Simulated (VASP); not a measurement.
# Yb (P6_3/mmc) in VASP: a series of runs

Aim: see how the results for Yb move with the level of theory and the settings. Levels: LDA, PBEsol. Tasks: single point.

Everything below comes from runs of VASP 6.6.1. Logs are shortened: lines on timing, memory, paths and dates and some standing lists are left out, and cuts for length are marked.

## (1) The cell of the first run

Symmetry: P6_3/mmc, No. 194, hexagonal system. The conventional cell has a = 3.880 Å, b = 3.880 Å, c = 6.386 Å, α = 90.00°, β = 90.00°, γ = 120.00°. Within 5.1 Å of Yb (site symmetry -6m2) lie 12 Yb at 3.88 to 3.90 Å.

This isn't the form of Yb at room conditions, which is fcc.

## (2) Single point, LDA, collinear spin, ferromagnetic start

File INCAR:

```
SYSTEM = Yb
ALGO     = Normal         ! electronic algorithm
EDIFF    = 1E-6           ! SCF threshold, eV
ENCUT    = 520            ! plane-wave cutoff, eV
GGA      = CA             ! functional
ISIF     = 2              ! what is computed and relaxed
ISMEAR   = -1             ! smearing method
ISPIN    = 2              ! spin polarisation
LASPH    = .TRUE.         ! aspherical terms in the spheres
LCHARG   = .TRUE.         ! write CHGCAR
LELF     = .TRUE.         ! ELF
LMAXMIX  = 6              ! l up to which the mixer works
LORBIT   = 11             ! projections on sites
LREAL    = .FALSE.        ! projectors in reciprocal space
LVHAR    = .TRUE.       
LWAVE    = .FALSE.        ! write WAVECAR
MAGMOM   = 1 1            ! initial moments
NBANDS   = 35             ! bands
NELM     = 150            ! most SCF steps
PREC     = Accurate       ! precision mode
SIGMA    = 0.05           ! smearing width, eV
```

File KPOINTS:

```
k-points
0
G
  8 8 4
  0 0 0
```

File POSCAR:

```
Yb
1.0
    3.8799000000      0.0000000000      0.0000000000
   -1.9399500000      3.3600919641      0.0000000000
    0.0000000000      0.0000000000      6.3859000000
Yb
2
Direct
    0.6666666667      0.3333333333      0.7500000000
    0.3333333333      0.6666666667      0.2500000000
```

Potentials or basis: VASP PAW PBE potentials, release 64 (Yb).

Command:

```sh
$ cat potpaw_PBE.64/Yb/POTCAR > POTCAR
$ mpirun -np 1 vasp_std > vasp.out
```

OUTCAR:

```text
SYSTEM = Yb
   EDIFF = 1E-6
   ENCUT = 520
   GGA = CA
   ISIF = 2
   ISMEAR = -1
   ISPIN = 2
   LASPH = .TRUE.
   LORBIT = 11
   LREAL = .FALSE.
   NELM = 150
   PREC = Accurate

 ion  position               nearest neighbor table
   1  0.667  0.333  0.750-
   2  0.333  0.667  0.250-

  LATTYP: Found a hexagonal cell.
 ALAT       =     3.8799000000
 C/A-ratio  =     1.6458929354

  Lattice vectors:

 A1 = (   3.8799000000,   0.0000000000,   0.0000000000)
 A2 = (  -1.9399500000,   3.3600919641,   0.0000000000)
 A3 = (   0.0000000000,   0.0000000000,   6.3859000000)

Analysis of symmetry for initial positions (statically):
=====================================================================
 Subroutine PRICEL returns:
 Original cell was already a primitive cell.

 Routine SETGRP: Setting up the symmetry group for a
 hexagonal supercell.

 Subroutine GETGRP returns: Found 24 space group operations
 (whereof 12 operations were pure point group operations)
 out of a pool of 24 trial point group operations.

The static configuration has the point symmetry D_3d.
 The point group associated with its full space group is D_6h.

Analysis of symmetry for dynamics (positions and initial velocities):
=====================================================================
 Subroutine PRICEL returns:
 Original cell was already a primitive cell.

 Routine SETGRP: Setting up the symmetry group for a
 hexagonal supercell.

 Subroutine GETGRP returns: Found 24 space group operations
 (whereof 12 operations were pure point group operations)
 out of a pool of 24 trial point group operations.

The dynamic configuration has the point symmetry D_3d.
 The point group associated with its full space group is D_6h.

Analysis of structural, dynamic, and magnetic symmetry:
=====================================================================
 Subroutine PRICEL returns:
 Original cell was already a primitive cell.

 Routine SETGRP: Setting up the symmetry group for a
 hexagonal supercell.

 Subroutine GETGRP returns: Found 24 space group operations
 (whereof 12 operations were pure point group operations)
 out of a pool of 24 trial point group operations.

The overall configuration has the point symmetry D_3d.
 The point group associated with its full space group is D_6h.

 Subroutine INISYM returns: Found 24 space group operations
 (whereof 12 operations are pure point group operations),
 and found     1 'primitive' translations

----------------------------------------------------------------------------------------

                                     Primitive cell

  volume of cell :      83.2518

  direct lattice vectors                    reciprocal lattice vectors
     3.879900000  0.000000000  0.000000000     0.257738602  0.148805451  0.000000000
    -1.939950000  3.360091964  0.000000000     0.000000000  0.297610902  0.000000000
     0.000000000  0.000000000  6.385900000     0.000000000  0.000000000  0.156594998

  length of vectors
     3.879900000  3.879900000  6.385900000     0.297610902  0.297610902  0.156594998

  position of ions in fractional coordinates (direct lattice)
     0.666666667  0.333333333  0.750000000
     0.333333333  0.666666667  0.250000000

  ion indices of the primitive-cell ions
   primitive index   ion index
                 1           1
                 2           2

----------------------------------------------------------------------------------------

 KPOINTS: k-points

Automatic generation of k-mesh.
 Grid dimensions read from file:
 generate k-points for:    8    8    4

 Generating k-lattice:

  Cartesian coordinates                     Fractional coordinates (reciprocal lattice)
     0.032217325  0.018600681  0.000000000     0.125000000  0.000000000  0.000000000
     0.000000000  0.037201363  0.000000000     0.000000000  0.125000000  0.000000000
     0.000000000  0.000000000  0.039148750     0.000000000  0.000000000  0.250000000

  Length of vectors
     0.037201363  0.037201363  0.039148750

  Shift w.r.t. Gamma in fractional coordinates (k-lattice)
     0.000000000  0.000000000  0.000000000

 Subroutine IBZKPT returns following result:
 ===========================================

 Found     30 irreducible k-points:

 Following reciprocal coordinates:
            Coordinates               Weight
  0.000000  0.000000  0.000000      1.000000
  0.125000  0.000000  0.000000      6.000000
  0.250000  0.000000  0.000000      6.000000
  0.375000  0.000000  0.000000      6.000000
  0.500000  0.000000  0.000000      3.000000
  0.125000  0.125000  0.000000      6.000000
[... 16 lines left out ...]
  0.250000  0.000000  0.500000      6.000000
  0.375000  0.000000  0.500000      6.000000
 [... further k-points ...]
   k-points           NKPTS =     30   k-points in BZ     NKDIM =     30   number of bands    NBANDS=     35
   number of dos      NEDOS =    301   number of ions     NIONS =      2
   total plane-waves  NPLWV =  43200
   dimension x,y,z NGX =    30 NGY =   30 NGZ =   48
   dimension x,y,z NGXF=    60 NGYF=   60 NGZF=   96
   ions per type =               2
   NGX,Y,Z   is equivalent  to a cutoff of  12.85, 12.85, 12.50 a.u.
   NGXF,Y,Z  is equivalent  to a cutoff of  25.71, 25.71, 24.99 a.u.
 SYSTEM =  Yb
   PREC   = accura    normal or accurate (medium, high low for compatibility)
   ISTART =      0    job   : 0-new  1-cont  2-samecut
   ICHARG =      2    charge: 1-file 2-atom 10-const
   ISPIN  =      2    spin polarized calculation?
   LNONCOLLINEAR =      F non collinear calculations
   LSORBIT =      F    spin-orbit coupling
   LASPH  =      T    aspherical Exc in radial PAW
   ENCUT  =  520.0 eV  38.22 Ry    6.18 a.u.   7.21  7.21 11.87*2*pi/ulx,y,z
   NELM   =    150;   NELMIN=  2; NELMDL= -5     # of ELM steps
   EDIFF  = 0.1E-05   stopping-criterion for ELM
   LREAL  =      F    real-space projection
   EDIFFG = 0.1E-04   stopping-criterion for IOM
   NSW    =      0    number of steps for IOM
   IBRION =     -1    ionic relax: 0-MD 1-quasi-New 2-CG
   NFREE  =      0    steps in history (QN), initial steepest desc. (CG)
   ISIF   =      2    stress and relaxation
   ISYM   =      2    0-nonsym 1-usesym 2-fastsym
   POTIM  = 0.5000    time-step for ionic-motion
   TEBEG  =    0.0;   TEEND  =   0.0 temperature during run
   PSTRESS=    0.0 pullay stress
   NELECT =      48.0000    total number of electrons
   NUPDOWN=      -1.0000    fix difference up-down
   EMIN   =  10.00;   EMAX   =-10.00  energy-range for DOS
   EFERMI =   0.00;   METHOD = LEGACY
   ISMEAR =    -1;   SIGMA  =   0.05  broadening in eV -4-tet -1-fermi 0-gaus
   EFERMI_NEDOS =   21; number of points for ismear=-14 and -15
   IALGO  =     38    algorithm
   IMIX   =      4    mixing-type and parameters
     AMIX     =   0.40;   BMIX     =  1.00
     AMIX_MAG =   1.60;   BMIX_MAG =  1.00
  volume/ion in A,a.u.               =      41.63       280.91
  Fermi-wavevector in a.u.,A,eV,Ry     =   1.362565  2.574875 25.260359  1.856584
  Thomas-Fermi vector in A             =   2.489044
   LORBIT       =     11    0 simple, 1 ext, 2 COOP (PROOUT), +10 PAW based schemes
   GGA     = CA    functional components
   LHFCALC =     F    Hartree Fock is set to
   AEXX    =    0.0000 exact exchange contribution
   IVDW    =     0    specifies the selected vdW correction
   LEPSILON=     F    determine dielectric tensor
   LRPA    =     F    only Hartree local field effects (RPA)
 spin polarized calculation
  energy-cutoff  :      520.00
  volume of cell :       83.25
 maximum number of plane-waves:      2256
 NGX is ok and might be reduce to    30
   NGX = 15   NGY = 15   NGZ = 23

 number of electron      48.0000033 magnetization      -0.0072980

 number of electron      48.0000033 magnetization       0.0000086

 Free energy of the ion-electron system (eV)
  ---------------------------------------------------
  ext. energy  EPLUGINS =         0.00000000
  ---------------------------------------------------
  free energy    TOTEN  =        -7.90759284 eV

  energy without entropy =       -7.87688657  energy(sigma->0) =       -7.89223971

 E-fermi :   0.8750     XC(G=0):  -9.1124

 val. band max:        0.8695497066   @ k =   0.3750   0.0000   0.0000
 cond. band min:       0.8770610737   @ k =   0.2500   0.1250   0.0000
 fundamental gap:      0.0075113671
 Fermi energy:         0.8749835757

 spin component 1

 k-point     1 :       0.0000    0.0000    0.0000
  band No.  band energies     occupation
      1     -50.6812      1.00000
      2     -50.6731      1.00000
      3     -23.3393      1.00000
      4     -23.1578      1.00000
      5     -23.1578      1.00000
      6     -23.1337      1.00000
[... 27 lines left out ...]
     34       6.1380      0.00000
     35       6.8774      0.00000
[... 843 lines left out ...]
      5     -23.1902      1.00000
      6     -23.1902      1.00000
[... 27 lines left out ...]
     34       6.2307      0.00000
     35       7.7288      0.00000

 [... further k-points ...]

 spin component 2

 k-point     1 :       0.0000    0.0000    0.0000
  band No.  band energies     occupation
      1     -50.6816      1.00000
      2     -50.6734      1.00000
      3     -23.3395      1.00000
      4     -23.1579      1.00000
      5     -23.1579      1.00000
      6     -23.1340      1.00000
[... 27 lines left out ...]
     34       6.1383      0.00000
     35       6.8777      0.00000
[... 843 lines left out ...]
      5     -23.1904      1.00000
      6     -23.1904      1.00000
[... 27 lines left out ...]
     34       6.2309      0.00000
     35       7.7292      0.00000

 [... further k-points ...]

------------------------ aborting loop because EDIFF is reached ----------------------------------------

  FORCE on cell =-STRESS in cart. coord.  units (eV):
  Direction    XX          YY          ZZ          XY          YZ          ZX
  --------------------------------------------------------------------------------------
  -------------------------------------------------------------------------------------
  Total       -2.6780555     -2.6780555     -2.7447761      0.0000000      0.0000000      0.0000000
  in kB      -51.5390429    -51.5390429    -52.8230775      0.0000000      0.0000000      0.0000000
  external PRESSURE =     -51.9670545 kB  Pullay stress =       0.0000000 kB

 VOLUME and BASIS-vectors are now :
 -----------------------------------------------------------------------------
  energy-cutoff  :      520.00
  volume of cell :       83.25
      direct lattice vectors                 reciprocal lattice vectors
     3.879900000  0.000000000  0.000000000     0.257738602  0.148805451  0.000000000
    -1.939950000  3.360091964  0.000000000     0.000000000  0.297610902  0.000000000
     0.000000000  0.000000000  6.385900000     0.000000000  0.000000000  0.156594998

 POSITION                                       TOTAL-FORCE (eV/Angst)
 -----------------------------------------------------------------------------------
      1.93995      1.12003      4.78943         0.000000     -0.000000     -0.000000
     -0.00000      2.24006      1.59648        -0.000000      0.000000      0.000000
 -----------------------------------------------------------------------------------
    total drift:                               -0.000000      0.000000     -0.000000

  FREE ENERGIE OF THE ION-ELECTRON SYSTEM (eV)
  ---------------------------------------------------
  free  energy   TOTEN  =        -7.9075928423 eV

  energy  without entropy=       -7.8768865745  energy(sigma->0) =       -7.89223971

 total charge

# of ion       s       p       d       f       tot
--------------------------------------------------
    1        2.220   5.933   0.202  13.662  22.017
    2        2.220   5.933   0.202  13.662  22.017
--------------------------------------------------
tot          4.440  11.866   0.404  27.323  44.034

 magnetization (x)

# of ion       s       p       d       f       tot
--------------------------------------------------
    1        0.000   0.000   0.000  -0.000  -0.000
    2        0.000   0.000   0.000  -0.000  -0.000
--------------------------------------------------
tot          0.000   0.000   0.000  -0.001  -0.000
```

Run time: 46 min. Hardware: 1 thread of Intel Xeon 8259CL, shared host; peak memory 0.28 GiB.

What came out:

```
Free energy                                           : -7.9076 eV
Pressure                                              : -5.2 GPa
Band gap on the k mesh                                : zero (filled and empty bands overlap)
Net moment                                            : 0.00 μB per cell
Valence electrons inside the program's atomic spheres : Yb 22.02
```

Stress tensor (GPa, compression positive):
```
-5.15  0.00  0.00
 0.00 -5.15  0.00
 0.00  0.00 -5.28
```

Caveat: the cell stands under tension; the PAW data sets were made with another functional, which shifts forces and pressure a little; spin-orbit coupling is left out, which moves the levels of the heavy elements. The state reached can hang on the start; a lower one may exist.

(Part 1 of 2 ends here.)
